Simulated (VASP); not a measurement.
LiTmH4:

```
Li Tm H
1.0
     4.65693    0.00000    0.00000
    -2.32847    4.03302    0.00000
     0.00000    0.00000    3.60745
Li Tm H
1 1 4
Direct
  0.00000 0.00000 0.00000
  0.66667 0.33333 0.00000
  0.33333 0.66667 0.00000
  0.67433 0.83716 0.50000
  0.16284 0.83716 0.50000
  0.16284 0.32567 0.50000
```

The cell was generated, and may not be a known phase.

| Property | Result |
| --- | --- |
| Program | VASP 6.6.1 |
| Task | relaxation of cell and atoms |
| Functional | PBE |
| Potentials or basis | VASP PAW PBE potentials, release 64 (Li_sv, Tm_3, H), 4f in core |
| Cutoff | 750 eV |
| k mesh | 3 × 3 × 3 |
| Occupations | gaussian, width 0.15 eV |
| Spin | no spin polarisation |

At the start: pressure -12.5 GPa; volume 11.29 Å³/atom.

Q: Where does the relaxation end?

A: Over 10 steps the energy falls by 258.6 meV/atom and the volume is 7.86 Å³/atom (-30.4 %); space group P-6m2 (No. 187, to 0.1 Å) before and after.

The path:
```csv
step,energy change (eV),largest force (eV/Å),pressure (GPa),volume (Å³)
1,0.0000,0.1043,-12.47,67.75
2,-0.9209,0.0180,-10.34,59.40
3,-1.3960,0.1481,-6.35,53.15
4,-0.8289,0.5029,14.71,41.62
5,-1.4917,0.2227,-3.25,50.17
6,-1.4968,0.2479,-2.08,49.26
7,-1.5325,0.1981,-0.84,47.99
8,-1.5434,0.1493,0.42,46.88
9,-1.5483,0.0964,0.22,46.98
10,-1.5518,0.0003,-0.12,47.14
```

Final structure:
```
Li Tm H
1.0
     4.32657    0.00000    0.00000
    -2.16328    3.74692    0.00000
     0.00000    0.00000    2.90806
Li Tm H
1 1 4
Direct
  0.00000 0.00000 0.00000
  0.66667 0.33333 0.00000
  0.33333 0.66667 0.00000
  0.66069 0.83035 0.50000
  0.16965 0.83035 0.50000
  0.16965 0.33931 0.50000
```

Caveat: the k points lie up to 0.72 Å⁻¹ apart in the final cell; the volume moved by over 15 % at a fixed basis, so the end points are rough.
